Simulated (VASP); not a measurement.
# KBr (F-43m) in VASP: notebook

The runs below take KBr through single point, with PBE, r2SCAN.

Program: VASP 6.6.1. These are calculated values, not measurements. Logs are shortened: lines on timing, memory, paths and dates and some standing lists are left out, and cuts for length are marked.

## 1. The cell of the first run

It takes space group F-43m (No. 216, cubic). The conventional cell has a = 7.443 Å, b = 7.443 Å, c = 7.443 Å, α = 90.00°, β = 90.00°, γ = 90.00°. Within 4.2 Å of K (site symmetry -43m) lie 4 Br at 3.22 Å. Br (site symmetry -43m) has 4 K at 3.22 Å within 4.2 Å.

## 2. Single point, PBE

Input file INCAR:

```
SYSTEM = KBr
  ALGO = Normal
  EDIFF = 1E-6
  ENCUT = 520
  GGA = PE
  ISIF = 2
  ISMEAR = 0
  LASPH = .TRUE.
  LCHARG = .TRUE.
  LELF = .TRUE.
  LREAL = .FALSE.
  LVHAR = .TRUE.
  LWAVE = .FALSE.
  NBANDS = 15
  NELM = 80
  PREC = Accurate
  SIGMA = 0.01
```

Input file KPOINTS:

```
k-points
0
G
  6 6 6
  0 0 0
```

Input file POSCAR:

```
KBr
1.0
    0.0000000000      3.7216414630      3.7216414630
    3.7216414630      0.0000000000      3.7216414630
    3.7216414630      3.7216414630      0.0000000000
K Br
1 1
Direct
    0.0000000000      0.0000000000      0.0000000000
    0.2500000000      0.2500000000      0.2500000000
```

Potentials or basis: VASP PAW PBE potentials, release 64 (K_sv, Br).

Started as:

```bash
> cat potpaw_PBE.64/K_sv/POTCAR potpaw_PBE.64/Br/POTCAR > POTCAR
> mpirun -np 1 vasp_std > vasp.out
```

OUTCAR:

```text
SYSTEM = KBr
   EDIFF = 1E-6
   ENCUT = 520
   GGA = PE
   ISIF = 2
   ISMEAR = 0
   LASPH = .TRUE.
   LREAL = .FALSE.
   NELM = 80
   PREC = Accurate

 ion  position               nearest neighbor table
   1  0.000  0.000  0.000-   2 3.22   2 3.22   2 3.22   2 3.22
   2  0.250  0.250  0.250-   1 3.22   1 3.22   1 3.22   1 3.22

  LATTYP: Found a face centered cubic cell.
 ALAT       =     7.4432829260

  Lattice vectors:

 A1 = (   0.0000000000,   3.7216414630,   3.7216414630)
 A2 = (   3.7216414630,   0.0000000000,   3.7216414630)
 A3 = (   3.7216414630,   3.7216414630,   0.0000000000)

Analysis of symmetry for initial positions (statically):
=====================================================================
 Subroutine PRICEL returns:
 Original cell was already a primitive cell.

 Routine SETGRP: Setting up the symmetry group for a
 face centered cubic supercell.

 Subroutine GETGRP returns: Found 24 space group operations
 (whereof 24 operations were pure point group operations)
 out of a pool of 48 trial point group operations.

The static configuration has the point symmetry T_d .

Analysis of symmetry for dynamics (positions and initial velocities):
=====================================================================
 Subroutine PRICEL returns:
 Original cell was already a primitive cell.

 Routine SETGRP: Setting up the symmetry group for a
 face centered cubic supercell.

 Subroutine GETGRP returns: Found 24 space group operations
 (whereof 24 operations were pure point group operations)
 out of a pool of 48 trial point group operations.

The dynamic configuration has the point symmetry T_d .

 Subroutine INISYM returns: Found 24 space group operations
 (whereof 24 operations are pure point group operations),
 and found     1 'primitive' translations

----------------------------------------------------------------------------------------

                                     Primitive cell

  volume of cell :     103.0940

  direct lattice vectors                    reciprocal lattice vectors
     0.000000000  3.721641463  3.721641463    -0.134349320  0.134349320  0.134349320
     3.721641463  0.000000000  3.721641463     0.134349320 -0.134349320  0.134349320
     3.721641463  3.721641463  0.000000000     0.134349320  0.134349320 -0.134349320

  length of vectors
     5.263195831  5.263195831  5.263195831     0.232699848  0.232699848  0.232699848

  position of ions in fractional coordinates (direct lattice)
     0.000000000  0.000000000  0.000000000
     0.250000000  0.250000000  0.250000000

  ion indices of the primitive-cell ions
   primitive index   ion index
                 1           1
                 2           2

----------------------------------------------------------------------------------------

 KPOINTS: k-points

Automatic generation of k-mesh.
 Grid dimensions read from file:
 generate k-points for:    6    6    6

 Generating k-lattice:

  Cartesian coordinates                     Fractional coordinates (reciprocal lattice)
    -0.022391553  0.022391553  0.022391553     0.166666667  0.000000000  0.000000000
     0.022391553 -0.022391553  0.022391553     0.000000000  0.166666667  0.000000000
     0.022391553  0.022391553 -0.022391553     0.000000000  0.000000000  0.166666667

  Length of vectors
     0.038783308  0.038783308  0.038783308

  Shift w.r.t. Gamma in fractional coordinates (k-lattice)
     0.000000000  0.000000000  0.000000000

 Subroutine IBZKPT returns following result:
 ===========================================

 Found     16 irreducible k-points:

 Following reciprocal coordinates:
            Coordinates               Weight
  0.000000  0.000000  0.000000      1.000000
  0.166667  0.000000  0.000000      8.000000
  0.333333  0.000000  0.000000      8.000000
  0.500000  0.000000  0.000000      4.000000
  0.166667  0.166667  0.000000      6.000000
  0.333333  0.166667  0.000000     24.000000
[... 8 lines left out ...]
 -0.333333  0.333333  0.166667     24.000000
 -0.333333  0.500000  0.166667     12.000000
   k-points           NKPTS =     16   k-points in BZ     NKDIM =     16   number of bands    NBANDS=     15
   number of dos      NEDOS =    301   number of ions     NIONS =      2
   total plane-waves  NPLWV =  64000
   dimension x,y,z NGX =    40 NGY =   40 NGZ =   40
   dimension x,y,z NGXF=    80 NGYF=   80 NGZF=   80
   ions per type =               1   1
   NGX,Y,Z   is equivalent  to a cutoff of  12.63, 12.63, 12.63 a.u.
   NGXF,Y,Z  is equivalent  to a cutoff of  25.27, 25.27, 25.27 a.u.
 SYSTEM =  KBr
   PREC   = accura    normal or accurate (medium, high low for compatibility)
   ISTART =      0    job   : 0-new  1-cont  2-samecut
   ICHARG =      2    charge: 1-file 2-atom 10-const
   ISPIN  =      1    spin polarized calculation?
   LNONCOLLINEAR =      F non collinear calculations
   LSORBIT =      F    spin-orbit coupling
   LASPH  =      T    aspherical Exc in radial PAW
   ENCUT  =  520.0 eV  38.22 Ry    6.18 a.u.   9.79  9.79  9.79*2*pi/ulx,y,z
   NELM   =     80;   NELMIN=  2; NELMDL= -5     # of ELM steps
   EDIFF  = 0.1E-05   stopping-criterion for ELM
   LREAL  =      F    real-space projection
   EDIFFG = 0.1E-04   stopping-criterion for IOM
   NSW    =      0    number of steps for IOM
   IBRION =     -1    ionic relax: 0-MD 1-quasi-New 2-CG
   NFREE  =      0    steps in history (QN), initial steepest desc. (CG)
   ISIF   =      2    stress and relaxation
   ISYM   =      2    0-nonsym 1-usesym 2-fastsym
   POTIM  = 0.5000    time-step for ionic-motion
   TEBEG  =    0.0;   TEEND  =   0.0 temperature during run
   PSTRESS=    0.0 pullay stress
   NELECT =      16.0000    total number of electrons
   NUPDOWN=      -1.0000    fix difference up-down
   EMIN   =  10.00;   EMAX   =-10.00  energy-range for DOS
   EFERMI =   0.00;   METHOD = LEGACY
   ISMEAR =     0;   SIGMA  =   0.01  broadening in eV -4-tet -1-fermi 0-gaus
   EFERMI_NEDOS =   21; number of points for ismear=-14 and -15
   IALGO  =     38    algorithm
   IMIX   =      4    mixing-type and parameters
     AMIX     =   0.40;   BMIX     =  1.00
     AMIX_MAG =   1.60;   BMIX_MAG =  1.00
  volume/ion in A,a.u.               =      51.55       347.86
  Fermi-wavevector in a.u.,A,eV,Ry     =   0.879772  1.662529 10.530900  0.773999
  Thomas-Fermi vector in A             =   2.000042
   LORBIT       =      0    0 simple, 1 ext, 2 COOP (PROOUT), +10 PAW based schemes
   GGA     = PE    functional components
   LHFCALC =     F    Hartree Fock is set to
   AEXX    =    0.0000 exact exchange contribution
   IVDW    =     0    specifies the selected vdW correction
   LEPSILON=     F    determine dielectric tensor
   LRPA    =     F    only Hartree local field effects (RPA)
 non-spin polarized calculation
 Gauss-broadening in eV      SIGMA  =   0.01
  energy-cutoff  :      520.00
  volume of cell :      103.09
 maximum number of plane-waves:      2798
   NGX = 19   NGY = 19   NGZ = 19

 number of electron      16.0000000 magnetization

 Free energy of the ion-electron system (eV)
  ---------------------------------------------------
  ext. energy  EPLUGINS =         0.00000000
  ---------------------------------------------------
  free energy    TOTEN  =        -6.03748466 eV

  energy without entropy =       -6.03748466  energy(sigma->0) =       -6.03748466

 E-fermi :  -3.0911     XC(G=0):  -5.8571

 val. band max:       -3.1899331501   @ k =  -0.3333   0.1667   0.0000
 cond. band min:       1.0440996019   @ k =   0.0000   0.0000   0.0000
 fundamental gap:      4.2340327519
 Fermi energy:        -3.0911111914

 k-point     1 :       0.0000    0.0000    0.0000
  band No.  band energies     occupation
      1     -31.0509      2.00000
      2     -15.0545      2.00000
      3     -14.5444      2.00000
      4     -14.5444      2.00000
      5     -14.5444      2.00000
      6      -3.2019      2.00000
      7      -3.2019      2.00000
      8      -3.2019      2.00000
      9       1.0441      0.00000
     10       5.3785      0.00000
     11       5.3785      0.00000
     12       6.3318      0.00000
     13       6.3318      0.00000
     14       6.3318      0.00000
     15       6.9988      0.00000

 k-point     2 :       0.1667    0.0000    0.0000
  band No.  band energies     occupation
      1     -31.0506      2.00000
      2     -15.1157      2.00000
      3     -14.5458      2.00000
      4     -14.5458      2.00000
      5     -14.4774      2.00000
      6      -3.3139      2.00000
      7      -3.1989      2.00000
      8      -3.1989      2.00000
      9       1.4625      0.00000
     10       5.1331      0.00000
     11       5.1331      0.00000
     12       5.9490      0.00000
     13       6.3219      0.00000
     14       6.7673      0.00000
     15       6.7673      0.00000

 k-point     3 :       0.3333    0.0000    0.0000
  band No.  band energies     occupation
      1     -31.0500      2.00000
      2     -15.2093      2.00000
      3     -14.5487      2.00000
      4     -14.5487      2.00000
      5     -14.3726      2.00000
      6      -3.4943      2.00000
      7      -3.1934      2.00000
      8      -3.1934      2.00000
      9       2.4101      0.00000
     10       4.6669      0.00000
     11       4.9685      0.00000
     12       4.9685      0.00000
     13       6.3193      0.00000
     14       6.5226      0.00000
     15       6.5226      0.00000
[... 199 lines left out ...]
 k-point    15 :      -0.3333    0.3333    0.1667
  band No.  band energies     occupation
      1     -31.0494      2.00000
      2     -15.2796      2.00000
      3     -14.5630      2.00000
      4     -14.5551      2.00000
      5     -14.2761      2.00000
      6      -3.4660      2.00000
      7      -3.3520      2.00000
      8      -3.2054      2.00000
      9       3.2364      0.00000
     10       3.9111      0.00000
     11       4.8261      0.00000
     12       5.4538      0.00000
     13       6.2767      0.00000
     14       6.6233      0.00000
     15       6.9913      0.00000

 k-point    16 :      -0.3333    0.5000    0.1667
  band No.  band energies     occupation
      1     -31.0493      2.00000
      2     -15.2904      2.00000
      3     -14.5621      2.00000
      4     -14.5581      2.00000
      5     -14.2621      2.00000
      6      -3.5134      2.00000
      7      -3.3097      2.00000
      8      -3.2160      2.00000
      9       3.0402      0.00000
     10       3.9592      0.00000
     11       5.4931      0.00000
     12       5.6380      0.00000
     13       6.0493      0.00000
     14       6.3267      0.00000
     15       6.9366      0.00000

------------------------ aborting loop because EDIFF is reached ----------------------------------------

  FORCE on cell =-STRESS in cart. coord.  units (eV):
  Direction    XX          YY          ZZ          XY          YZ          ZX
  --------------------------------------------------------------------------------------
  -------------------------------------------------------------------------------------
  Total        0.0080170      0.0080170      0.0080170      0.0000000      0.0000000      0.0000000
  in kB        0.1245919      0.1245919      0.1245919      0.0000000      0.0000000      0.0000000
  external PRESSURE =       0.1245919 kB  Pullay stress =       0.0000000 kB

 VOLUME and BASIS-vectors are now :
 -----------------------------------------------------------------------------
  energy-cutoff  :      520.00
  volume of cell :      103.09
      direct lattice vectors                 reciprocal lattice vectors
     0.000000000  3.721641463  3.721641463    -0.134349320  0.134349320  0.134349320
     3.721641463  0.000000000  3.721641463     0.134349320 -0.134349320  0.134349320
     3.721641463  3.721641463  0.000000000     0.134349320  0.134349320 -0.134349320

 POSITION                                       TOTAL-FORCE (eV/Angst)
 -----------------------------------------------------------------------------------
      0.00000      0.00000      0.00000        -0.000000     -0.000000     -0.000000
      1.86082      1.86082      1.86082         0.000000      0.000000      0.000000
 -----------------------------------------------------------------------------------
    total drift:                               -0.000000     -0.000000     -0.000000

  FREE ENERGIE OF THE ION-ELECTRON SYSTEM (eV)
  ---------------------------------------------------
  free  energy   TOTEN  =        -6.0374846551 eV

  energy  without entropy=       -6.0374846551  energy(sigma->0) =       -6.03748466
```

Run time: 44 s. Hardware: 1 thread of Intel Xeon 8259CL, shared host; peak memory 0.24 GiB.

Results:

```yaml
Free_energy: -6.0375 eV
Pressure: 0.0 GPa
Band_gap_on_the_k_mesh: 4.23 eV (least direct gap 4.25 eV)
```

Caveat: the structure was generated, so it needn't be the stable form of KBr.

## 3. Single point, PBE (53.09 Å³/atom)

This run uses another cell than the first one, of 53.09 Å³/atom.

Input file INCAR:

```
SYSTEM = KBr
PREC     = Accurate       ! precision mode
ENCUT    = 520            ! plane-wave cutoff, eV
EDIFF    = 1E-6           ! SCF threshold, eV
ISMEAR   = 0              ! smearing method
SIGMA    = 0.01           ! smearing width, eV
LREAL    = .FALSE.        ! projectors in reciprocal space
LASPH    = .TRUE.         ! aspherical terms in the spheres
NELM     = 100            ! most SCF steps
ALGO     = Normal         ! electronic algorithm
ISIF     = 2              ! what is computed and relaxed
LWAVE    = .FALSE.        ! write WAVECAR
LCHARG   = .TRUE.         ! write CHGCAR
GGA      = PE             ! functional
LELF     = .TRUE.         ! ELF
LVHAR    = .TRUE.       
NBANDS   = 15             ! bands
```

Input file KPOINTS:

```
regular mesh
0
G
  6 6 6
  0 0 0
```

Input file POSCAR:

```
KBr
1.0
    0.0000000000      3.7584917948      3.7584917948
    3.7584917948      0.0000000000      3.7584917948
    3.7584917948      3.7584917948      0.0000000000
K Br
1 1
Direct
    0.0000000000      0.0000000000      0.0000000000
    0.2500000000      0.2500000000      0.2500000000
```

Potentials or basis: VASP PAW PBE potentials, release 64 (K_sv, Br).

Started as:

```bash
> cat potpaw_PBE.64/K_sv/POTCAR potpaw_PBE.64/Br/POTCAR > POTCAR
> mpirun -np 1 vasp_std > vasp.out
```

OUTCAR:

```text
SYSTEM = KBr
   PREC = Accurate
   ENCUT = 520
   EDIFF = 1E-6
   ISMEAR = 0
   LREAL = .FALSE.
   LASPH = .TRUE.
   NELM = 100
   ISIF = 2
   GGA = PE

 ion  position               nearest neighbor table
   1  0.000  0.000  0.000-   2 3.25   2 3.25   2 3.25   2 3.25
   2  0.250  0.250  0.250-   1 3.25   1 3.25   1 3.25   1 3.25

  LATTYP: Found a face centered cubic cell.
 ALAT       =     7.5169835896

  Lattice vectors:

 A1 = (   0.0000000000,   3.7584917948,   3.7584917948)
[... 462 lines left out ...]

------------------------ aborting loop because EDIFF is reached ----------------------------------------

  FORCE on cell =-STRESS in cart. coord.  units (eV):
  Direction    XX          YY          ZZ          XY          YZ          ZX
  --------------------------------------------------------------------------------------
  -------------------------------------------------------------------------------------
  Total       -0.1588587     -0.1588587     -0.1588587      0.0000000      0.0000000      0.0000000
  in kB       -2.3969048     -2.3969048     -2.3969048      0.0000000      0.0000000      0.0000000
  external PRESSURE =      -2.3969048 kB  Pullay stress =       0.0000000 kB

 VOLUME and BASIS-vectors are now :
 -----------------------------------------------------------------------------
  energy-cutoff  :      520.00
  volume of cell :      106.19
      direct lattice vectors                 reciprocal lattice vectors
     0.000000000  3.758491795  3.758491795    -0.133032085  0.133032085  0.133032085
     3.758491795  0.000000000  3.758491795     0.133032085 -0.133032085  0.133032085
     3.758491795  3.758491795  0.000000000     0.133032085  0.133032085 -0.133032085

 POSITION                                       TOTAL-FORCE (eV/Angst)
 -----------------------------------------------------------------------------------
      0.00000      0.00000      0.00000        -0.000000     -0.000000      0.000000
      1.87925      1.87925      1.87925         0.000000      0.000000     -0.000000
 -----------------------------------------------------------------------------------
    total drift:                                0.000000      0.000000      0.000000

  FREE ENERGIE OF THE ION-ELECTRON SYSTEM (eV)
  ---------------------------------------------------
  free  energy   TOTEN  =        -6.0354371620 eV

  energy  without entropy=       -6.0354371620  energy(sigma->0) =       -6.03543716
```

stdout:

```text
POSCAR found type information on POSCAR K Br
 POSCAR found :  2 types and       2 ions
 scaLAPACK will be used
 LDA part: xc-table for (Slater+PW92), standard interpolation
 POSCAR, INCAR and KPOINTS ok, starting setup
 FFT: planning ... GRIDC
 FFT: planning ... GRID_SOFT
 FFT: planning ... GRID
 WAVECAR not read
 entering main loop
```

Run time: 46 s. Hardware: 1 thread of Intel Xeon 8259CL, shared host; peak memory 0.24 GiB.

Results:

```yaml
Free_energy: -6.0354 eV
Pressure: -0.2 GPa
Band_gap_on_the_k_mesh: 4.18 eV (least direct gap 4.19 eV)
```

Caveat: the structure was generated, so it needn't be the stable form of KBr. A k mesh can miss the band edges.

(Part 1 of 3 ends here.)
